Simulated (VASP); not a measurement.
Set up this calculation in VASP 6.6.1, as the native input.

```yaml
Task: single point
Functional: PBE
Potentials_or_basis: VASP PAW PBE potentials, release 64 (Ga_d, O)
Cutoff: 520 eV
k_mesh: 6 × 6 × 6
Occupations: fermi-dirac, width 0.02 eV
Spin: no spin polarisation
Dipole_correction: no
Further_INCAR_settings: ALGO = Normal; EDIFF = 1e-07; NBANDS = 55
```

The structure of Ga2O3 lies in POSCAR:

```
Ga2O3
1.0
    2.4922622633      1.4389082886      4.4806364985
   -2.4922622633      1.4389082886      4.4806364985
    0.0000000000     -2.8778165772      4.4806364985
Ga O
4 6
Direct
    0.3554263352      0.3554263352      0.3554263352
    0.1445736648      0.1445736648      0.1445736648
    0.6445736648      0.6445736648      0.6445736648
    0.8554263352      0.8554263352      0.8554263352
    0.5536335029      0.9463664971      0.2500000000
    0.2500000000      0.5536335029      0.9463664971
    0.9463664971      0.2500000000      0.5536335029
    0.4463664971      0.0536335029      0.7500000000
    0.7500000000      0.4463664971      0.0536335029
    0.0536335029      0.7500000000      0.4463664971
```

One way to write it, as run:

INCAR

```
SYSTEM = Ga2O3
PREC = Accurate
ENCUT = 520
EDIFF = 1E-7
ISMEAR = -1
SIGMA = 0.02
LREAL = .FALSE.
LASPH = .TRUE.
NELM = 80
ALGO = Normal
ISIF = 2
LWAVE = .FALSE.
LCHARG = .FALSE.
GGA = PE
NBANDS = 55
```

KPOINTS

```
regular mesh
0
G
  6 6 6
  0 0 0
```

Potentials or basis: VASP PAW PBE potentials, release 64 (Ga_d, O).

The run is started by

```sh
$ cat potpaw_PBE.64/Ga_d/POTCAR potpaw_PBE.64/O/POTCAR > POTCAR
$ mpirun -np 1 vasp_std > vasp.out
```

Results of the run:

```json
{
  "Pressure": "10.4 GPa",
  "Largest force": "0.069 eV/Å",
  "Band gap on the k mesh": "2.85 eV (least direct gap 3.10 eV)"
}
```

Caveat: the cell stands under pressure.

Wall time 6.3 min on 1 thread of Intel Xeon 8259CL, with other jobs on the host, peak memory 0.31 GiB.
